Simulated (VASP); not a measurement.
Here is a VASP 6.6.1 calculation.

Contents of INCAR:

```
SYSTEM = Rh
  ALGO = Normal
  EDIFF = 1E-6
  ENCUT = 520
  GGA = PE
  ISIF = 2
  ISMEAR = -1
  LASPH = .True.
  LCHARG = .False.
  LREAL = .False.
  LWAVE = .False.
  NBANDS = 22
  NELM = 60
  PREC = Accurate
  SIGMA = 0.05
```

KPOINTS

```
k-points
0
Gamma
  17 17 10
  0 0 0
```

File POSCAR:

```
Rh
1.0
    2.7240324561      0.0000000000      0.0000000000
   -1.3620162280      2.3590813077      0.0000000000
    0.0000000000      0.0000000000      4.3891632382
Rh
2
Direct
    0.3333333333      0.6666666667      0.2500000000
    0.6666666667      0.3333333333      0.7500000000
```

Potentials or basis: VASP PAW PBE potentials, release 64 (Rh_pv).

Command:

```sh
$ cat potpaw_PBE.64/Rh_pv/POTCAR > POTCAR
$ mpirun -np 1 vasp_std > vasp.out
```

Question: What does it give for the band gap on the k mesh?

Answer: Zero (bands 15 and 16 overlap by 2.31 eV).

Question: Estimate the pressure.

Answer: 0.0 GPa.
